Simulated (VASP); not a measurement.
## Ti4C: single point with PBE

System: Ti4C, a slab with vacuum.

```
Ti C
1.0
     3.25551    0.00000    0.00000
     0.00000    3.25551    0.00000
     0.00000    0.00000   20.17981
Ti C
4 1
Direct
  0.50000 0.50000 0.19822
  0.00000 0.00000 0.27888
  0.50000 0.50000 0.35519
  0.00000 0.00000 0.43012
  0.00000 0.12500 0.52037
```

```
Program                : VASP 6.6.1
Task                   : single point
Functional             : PBE
Potentials or basis    : VASP PAW PBE potentials, release 64 (Ti_sv, C)
Cutoff                 : 520 eV
k mesh                 : 8 × 8 × 1
Occupations            : gaussian, width 0.1 eV
Spin                   : no spin polarisation
Dipole correction      : yes
Further INCAR settings : ALGO = Normal; EDIFF = 1e-07; NBANDS = 34
```

```
Largest force          : 1.229 eV/Å
Band gap on the k mesh : zero (bands 26 and 27 overlap by 0.85 eV)
```

Forces in eV/Å, atoms in the order of the input:
```
Ti   0.000 -0.029  0.495
Ti   0.000  0.126 -0.289
Ti   0.000  0.095 -0.736
Ti   0.000 -1.132  0.480
C    0.000  0.939  0.050
```

Levels at points of the mesh, in eV from the Fermi level:
```csv
k point,band 23,band 24,band 25,band 26,band 27,band 28,band 29,band 30
"(0.00, 0.00, 0.00)",-0.79,-0.33,0.22,0.51,0.66,0.91,0.92,1.00
"(0.50, 0.00, 0.00)",-0.49,-0.29,-0.16,-0.04,0.05,0.64,1.00,1.14
"(0.00, 0.50, 0.00)",-0.51,-0.27,-0.15,-0.14,0.08,0.66,0.98,1.18
"(0.50, 0.50, 0.00)",-0.61,-0.58,-0.41,-0.39,-0.34,0.11,0.40,0.65
```

It took 4.4 min on 1 thread of AMD EPYC 9R45 96-Core Processor (Zen 5), on a shared host, peak memory 0.33 GiB.
